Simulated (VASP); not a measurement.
# SnO (Pmn2_1) in VASP: further runs

SnO is run at these levels: PBEsol; tasks: single point.

Program: VASP 6.6.1. These are calculated values, not measurements. Logs are shortened: lines on timing, memory, paths and dates and some standing lists are left out, and cuts for length are marked.

### 1 The cell of the first run

The structure is orthorhombic, space group Pmn2_1 (No. 31). Conventional cell: a = 3.287 Å, b = 5.558 Å, c = 4.136 Å, α = 90.00°, β = 90.00°, γ = 90.00°. Sn (site symmetry m) has 3 O at 2.11 to 2.12 Å within 2.8 Å. Within 3.0 Å of O (site symmetry m) lie 3 Sn at 2.11 to 2.12 Å and 4 O at 2.90 Å.

### 2 Single point, PBEsol

Contents of INCAR:

```
SYSTEM = SnO
ALGO     = Normal         ! electronic algorithm
EDIFF    = 1E-7           ! SCF threshold, eV
ENCUT    = 520            ! plane-wave cutoff, eV
GGA      = PS             ! functional
ISIF     = 2              ! what is computed and relaxed
ISMEAR   = -1             ! smearing method
LASPH    = .True.         ! aspherical terms in the spheres
LCHARG   = .False.        ! write CHGCAR
LREAL    = .False.        ! projectors in reciprocal space
LWAVE    = .False.        ! write WAVECAR
NBANDS   = 28             ! bands
NELM     = 100            ! most SCF steps
PREC     = Accurate       ! precision mode
SIGMA    = 0.02           ! smearing width, eV
```

Contents of KPOINTS:

```
k-points
0
Gamma
  6 4 6
  0 0 0
```

Contents of POSCAR:

```
SnO
1.0
    3.2865162927      0.0000000000      0.0000000000
    0.0000000000      5.5582734578      0.0000000000
    0.0000000000      0.0000000000      4.1357831634
Sn O
2 2
Direct
    0.0000000000      0.2319090000      0.5131440000
    0.5000000000      0.7680910000      0.0131440000
    0.0000000000      0.8912500000      0.7368570000
    0.5000000000      0.1087500000      0.2368570000
```

Potentials or basis: VASP PAW PBE potentials, release 64 (Sn_d, O).

On the command line:

```
> cat potpaw_PBE.64/Sn_d/POTCAR potpaw_PBE.64/O/POTCAR > POTCAR
> mpirun -np 1 vasp_std > vasp.out
```

OUTCAR:

```text
SYSTEM = SnO
   EDIFF = 1E-7
   ENCUT = 520
   GGA = PS
   ISIF = 2
   ISMEAR = -1
   LASPH = .True.
   LREAL = .False.
   NELM = 100
   PREC = Accurate

 ion  position               nearest neighbor table
   1  0.000  0.232  0.513-   3 2.11   4 2.12   4 2.12   2 3.69   2 3.69   2 3.69   2 3.69
   2  0.500  0.768  0.013-   4 2.11   3 2.12   3 2.12   1 3.69   1 3.69   1 3.69   1 3.69
   3  0.000  0.891  0.737-   1 2.11   2 2.12   2 2.12
   4  0.500  0.109  0.237-   2 2.11   1 2.12   1 2.12

  LATTYP: Found a simple orthorhombic cell.
 ALAT       =     3.2865162927
 B/A-ratio  =     1.2584094509
 C/A-ratio  =     1.6912356315

  Lattice vectors:

 A1 = (  -3.2865162927,   0.0000000000,   0.0000000000)
 A2 = (   0.0000000000,   0.0000000000,   4.1357831634)
 A3 = (   0.0000000000,   5.5582734578,   0.0000000000)

Analysis of symmetry for initial positions (statically):
=====================================================================
 Subroutine PRICEL returns:
 Original cell was already a primitive cell.

 Routine SETGRP: Setting up the symmetry group for a
 simple orthorhombic supercell.

 Subroutine GETGRP returns: Found  4 space group operations
 (whereof  2 operations were pure point group operations)
 out of a pool of  8 trial point group operations.

The static configuration has the point symmetry C_1h.
 The point group associated with its full space group is C_2v.

Analysis of symmetry for dynamics (positions and initial velocities):
=====================================================================
 Subroutine PRICEL returns:
 Original cell was already a primitive cell.

 Routine SETGRP: Setting up the symmetry group for a
 simple orthorhombic supercell.

 Subroutine GETGRP returns: Found  4 space group operations
 (whereof  2 operations were pure point group operations)
 out of a pool of  8 trial point group operations.

The dynamic configuration has the point symmetry C_1h.
 The point group associated with its full space group is C_2v.

 Subroutine INISYM returns: Found  4 space group operations
 (whereof  2 operations are pure point group operations),
 and found     1 'primitive' translations

----------------------------------------------------------------------------------------

                                     Primitive cell

  volume of cell :      75.5498

  direct lattice vectors                    reciprocal lattice vectors
     3.286516293  0.000000000  0.000000000     0.304273556  0.000000000  0.000000000
     0.000000000  5.558273458  0.000000000     0.000000000  0.179911983  0.000000000
     0.000000000  0.000000000  4.135783163     0.000000000  0.000000000  0.241792173

  length of vectors
     3.286516293  5.558273458  4.135783163     0.304273556  0.179911983  0.241792173

  position of ions in fractional coordinates (direct lattice)
     0.000000000  0.231909000  0.513144000
     0.500000000  0.768091000  0.013144000
     0.000000000  0.891250000  0.736857000
     0.500000000  0.108750000  0.236857000

  ion indices of the primitive-cell ions
   primitive index   ion index
                 1           1
                 2           2
                 3           3
                 4           4

----------------------------------------------------------------------------------------

 KPOINTS: k-points

Automatic generation of k-mesh.
 Grid dimensions read from file:
 generate k-points for:    6    4    6

 Generating k-lattice:

  Cartesian coordinates                     Fractional coordinates (reciprocal lattice)
     0.050712259  0.000000000  0.000000000     0.166666667  0.000000000  0.000000000
     0.000000000  0.044977996  0.000000000     0.000000000  0.250000000  0.000000000
     0.000000000  0.000000000  0.040298696     0.000000000  0.000000000  0.166666667

  Length of vectors
     0.050712259  0.044977996  0.040298696

  Shift w.r.t. Gamma in fractional coordinates (k-lattice)
     0.000000000  0.000000000  0.000000000

 Subroutine IBZKPT returns following result:
 ===========================================

 Found     48 irreducible k-points:

 Following reciprocal coordinates:
            Coordinates               Weight
  0.000000  0.000000  0.000000      1.000000
  0.166667  0.000000  0.000000      2.000000
  0.333333  0.000000  0.000000      2.000000
  0.500000  0.000000  0.000000      1.000000
  0.000000  0.250000  0.000000      2.000000
  0.166667  0.250000  0.000000      4.000000
[... 16 lines left out ...]
  0.333333  0.500000  0.166667      4.000000
  0.500000  0.500000  0.166667      2.000000
 [... further k-points ...]
   k-points           NKPTS =     48   k-points in BZ     NKDIM =     48   number of bands    NBANDS=     28
   number of dos      NEDOS =    301   number of ions     NIONS =      4
   total plane-waves  NPLWV =  32256
   dimension x,y,z NGX =    24 NGY =   42 NGZ =   32
   dimension x,y,z NGXF=    48 NGYF=   84 NGZF=   64
   ions per type =               2   2
   NGX,Y,Z   is equivalent  to a cutoff of  12.14, 12.56, 12.86 a.u.
   NGXF,Y,Z  is equivalent  to a cutoff of  24.28, 25.12, 25.73 a.u.
 SYSTEM =  SnO
   PREC   = accura    normal or accurate (medium, high low for compatibility)
   ISTART =      0    job   : 0-new  1-cont  2-samecut
   ICHARG =      2    charge: 1-file 2-atom 10-const
   ISPIN  =      1    spin polarized calculation?
   LNONCOLLINEAR =      F non collinear calculations
   LSORBIT =      F    spin-orbit coupling
   LASPH  =      T    aspherical Exc in radial PAW
   ENCUT  =  520.0 eV  38.22 Ry    6.18 a.u.   6.11 10.33  7.69*2*pi/ulx,y,z
   NELM   =    100;   NELMIN=  2; NELMDL= -5     # of ELM steps
   EDIFF  = 0.1E-06   stopping-criterion for ELM
   LREAL  =      F    real-space projection
   EDIFFG = 0.1E-05   stopping-criterion for IOM
   NSW    =      0    number of steps for IOM
   IBRION =     -1    ionic relax: 0-MD 1-quasi-New 2-CG
   NFREE  =      0    steps in history (QN), initial steepest desc. (CG)
   ISIF   =      2    stress and relaxation
   ISYM   =      2    0-nonsym 1-usesym 2-fastsym
   POTIM  = 0.5000    time-step for ionic-motion
   TEBEG  =    0.0;   TEEND  =   0.0 temperature during run
   PSTRESS=    0.0 pullay stress
   NELECT =      40.0000    total number of electrons
   NUPDOWN=      -1.0000    fix difference up-down
   EMIN   =  10.00;   EMAX   =-10.00  energy-range for DOS
   EFERMI =   0.00;   METHOD = LEGACY
   ISMEAR =    -1;   SIGMA  =   0.02  broadening in eV -4-tet -1-fermi 0-gaus
   EFERMI_NEDOS =   21; number of points for ismear=-14 and -15
   IALGO  =     38    algorithm
   IMIX   =      4    mixing-type and parameters
     AMIX     =   0.40;   BMIX     =  1.00
     AMIX_MAG =   1.60;   BMIX_MAG =  1.00
  volume/ion in A,a.u.               =      18.89       127.46
  Fermi-wavevector in a.u.,A,eV,Ry     =   1.324393  2.502741 23.864862  1.754018
  Thomas-Fermi vector in A             =   2.453931
   LORBIT       =      0    0 simple, 1 ext, 2 COOP (PROOUT), +10 PAW based schemes
   GGA     = PS    functional components
   LHFCALC =     F    Hartree Fock is set to
   AEXX    =    0.0000 exact exchange contribution
   IVDW    =     0    specifies the selected vdW correction
   LEPSILON=     F    determine dielectric tensor
   LRPA    =     F    only Hartree local field effects (RPA)
 non-spin polarized calculation
  energy-cutoff  :      520.00
  volume of cell :       75.55
 maximum number of plane-waves:      2049
   NGX = 13   NGY = 21   NGZ = 15

 number of electron      39.9999993 magnetization

 Free energy of the ion-electron system (eV)
  ---------------------------------------------------
  ext. energy  EPLUGINS =         0.00000000
  ---------------------------------------------------
  free energy    TOTEN  =       -23.80800402 eV

  energy without entropy =      -23.80800402  energy(sigma->0) =      -23.80800402

 E-fermi :   5.9211     XC(G=0): -10.0674

 val. band max:        5.4492016548   @ k =   0.1667   0.0000   0.0000
 cond. band min:       6.9429559898   @ k =   0.3333   0.5000   0.0000
 fundamental gap:      1.4937543350
 Fermi energy:         5.9210645248

 k-point     1 :       0.0000    0.0000    0.0000
  band No.  band energies     occupation
      1     -15.9293      2.00000
      2     -15.4824      2.00000
      3     -15.3673      2.00000
      4     -15.3346      2.00000
      5     -15.3022      2.00000
      6     -15.2726      2.00000
[... 20 lines left out ...]
     27      14.2137      0.00000
     28      14.9099      0.00000

 k-point     2 :       0.1667    0.0000    0.0000
  band No.  band energies     occupation
      1     -15.9190      2.00000
      2     -15.5156      2.00000
      3     -15.3902      2.00000
      4     -15.3437      2.00000
      5     -15.3195      2.00000
      6     -15.2688      2.00000
[... 20 lines left out ...]
     27      14.2038      0.00000
     28      15.0185      0.00000

 k-point     3 :       0.3333    0.0000    0.0000
  band No.  band energies     occupation
      1     -15.9144      2.00000
      2     -15.7384      2.00000
      3     -15.3315      2.00000
      4     -15.3192      2.00000
      5     -15.2956      2.00000
      6     -15.2735      2.00000
[... 20 lines left out ...]
     27      13.5912      0.00000
     28      15.2100      0.00000

 k-point     4 :       0.5000    0.0000    0.0000
  band No.  band energies     occupation
      1     -15.8800      2.00000
      2     -15.8800      2.00000
      3     -15.3207      2.00000
      4     -15.3207      2.00000
      5     -15.2830      2.00000
      6     -15.2830      2.00000
[... 578 lines left out ...]
     27      14.9530      0.00000
     28      15.9950      0.00000

 k-point    23 :       0.3333    0.5000    0.1667
  band No.  band energies     occupation
      1     -15.9118      2.00000
      2     -15.7614      2.00000
      3     -15.3309      2.00000
      4     -15.3285      2.00000
      5     -15.2870      2.00000
      6     -15.2732      2.00000
[... 20 lines left out ...]
     27      14.7672      0.00000
     28      15.3487      0.00000

 k-point    24 :       0.5000    0.5000    0.1667
  band No.  band energies     occupation
      1     -15.8910      2.00000
      2     -15.8910      2.00000
      3     -15.3261      2.00000
      4     -15.3261      2.00000
      5     -15.2738      2.00000
      6     -15.2738      2.00000
[... 20 lines left out ...]
     27      14.7592      0.00000
     28      14.7592      0.00000

 [... further k-points ...]

------------------------ aborting loop because EDIFF is reached ----------------------------------------

  FORCE on cell =-STRESS in cart. coord.  units (eV):
  Direction    XX          YY          ZZ          XY          YZ          ZX
  --------------------------------------------------------------------------------------
  -------------------------------------------------------------------------------------
  Total        1.0221396      1.2748260      0.7226846      0.0000000      0.0000000      0.0000000
  in kB       21.6764084     27.0351033     15.3258984      0.0000000      0.0000000      0.0000000
  external PRESSURE =      21.3458034 kB  Pullay stress =       0.0000000 kB

 VOLUME and BASIS-vectors are now :
 -----------------------------------------------------------------------------
  energy-cutoff  :      520.00
  volume of cell :       75.55
      direct lattice vectors                 reciprocal lattice vectors
     3.286516293  0.000000000  0.000000000     0.304273556  0.000000000  0.000000000
     0.000000000  5.558273458  0.000000000     0.000000000  0.179911983  0.000000000
     0.000000000  0.000000000  4.135783163     0.000000000  0.000000000  0.241792173

 POSITION                                       TOTAL-FORCE (eV/Angst)
 -----------------------------------------------------------------------------------
      0.00000      1.28901      2.12225         0.000000      0.536881      0.177813
      1.64326      4.26926      0.05436         0.000000     -0.536881      0.177813
      0.00000      4.95381      3.04748         0.000000      0.057849     -0.177813
      1.64326      0.60446      0.97959         0.000000     -0.057849     -0.177813
 -----------------------------------------------------------------------------------
    total drift:                                0.000000      0.000000     -0.000832

  FREE ENERGIE OF THE ION-ELECTRON SYSTEM (eV)
  ---------------------------------------------------
  free  energy   TOTEN  =       -23.8080040216 eV

  energy  without entropy=      -23.8080040216  energy(sigma->0) =      -23.80800402
```

It took 1.8 min on 1 thread of Intel Xeon 8259CL, shared host; peak memory 0.22 GiB.

Results:

| Property | Result |
| --- | --- |
| Free energy | -23.8080 eV |
| Pressure | 2.1 GPa |
| Largest force | 0.566 eV/Å |
| Band gap on the k mesh | 1.49 eV (least direct gap 2.22 eV) |

Forces in eV/Å, atoms in the order of the input:
```
Sn   0.000  0.537  0.178
Sn   0.000 -0.537  0.178
O    0.000  0.058 -0.178
O    0.000 -0.058 -0.178
```

Caveat: the PAW data sets were made with another functional, which shifts forces and pressure a little; spin-orbit coupling is left out, which moves the levels of the heavy elements. A k mesh can miss the band edges.

[end of part 1 of 2]
